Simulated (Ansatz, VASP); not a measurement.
## One calculation of Y, two programs

The input INCAR:

```
ALGO     = Normal         # electronic algorithm
EDIFF    = 1E-7           # SCF threshold, eV
ENCUT    = 520            # plane-wave cutoff, eV
GGA      = RE             # functional
ISIF     = 2              # what is computed and relaxed
ISMEAR   = -1             # smearing method
LASPH    = T              # aspherical terms in the spheres
LCHARG   = F              # write CHGCAR
LREAL    = F              # projectors in reciprocal space
LWAVE    = F              # write WAVECAR
NBANDS   = 12             # bands
NELM     = 80             # most SCF steps
PREC     = Accurate       # precision mode
SIGMA    = 0.1            # smearing width, eV
```

Contents of KPOINTS:

```
k-points
0
Gamma
  18 18 18
```

POSCAR

```
Y
1.0
   -2.1212992305      2.1212992305      2.1212992305
    2.1212992305     -2.1212992305      2.1212992305
    2.1212992305      2.1212992305     -2.1212992305
Y
1
Direct
    0.0000000000      0.0000000000      0.0000000000
```

Input for Ansatz:

```yaml
crystal:
  lattice:
    - [-2.1212992305, 2.1212992305, 2.1212992305]
    - [2.1212992305, -2.1212992305, 2.1212992305]
    - [2.1212992305, 2.1212992305, -2.1212992305]
  atoms:
    - { symbol: "Y", position: [0.0, 0.0, 0.0] }
hamiltonian:
  xc: revpbe
  pseudopotentials:
    kind: paw
    azcp:
      "Y": "pseudopotentials/Y.paw.azcp"
basis:
  ecutwfc: 420
  fft_grid_basis: typed
kpoints:
  mp_grid: { grid: [18, 18, 18], shift: [0, 0, 0] }
magnetization:
  spin_polarized: false
scf:
  occupations: { method: fermi_dirac, width: 0.1 }
output:
  stress: true
```

Alike in both runs: task single point; functional revPBE; k mesh 18 × 18 × 18; occupations fermi-dirac, width 0.1 eV; no spin polarisation.

```csv
,VASP,Ansatz
version,VASP 6.6.1,Ansatz 0.2.0
potentials or method,"VASP PAW PBE potentials, release 64 (Y_sv), cutoff 520 eV","plane waves (420 eV) with PAW, scalar-relativistic"
valence electrons in the cell,11,11
```

|  | VASP | Ansatz | Ansatz less VASP |
| --- | --- | --- | --- |
| pressure (GPa) | -3.5 | -3.5 | +0.05 |

VASP's potentials were made for PBE, not for revPBE.
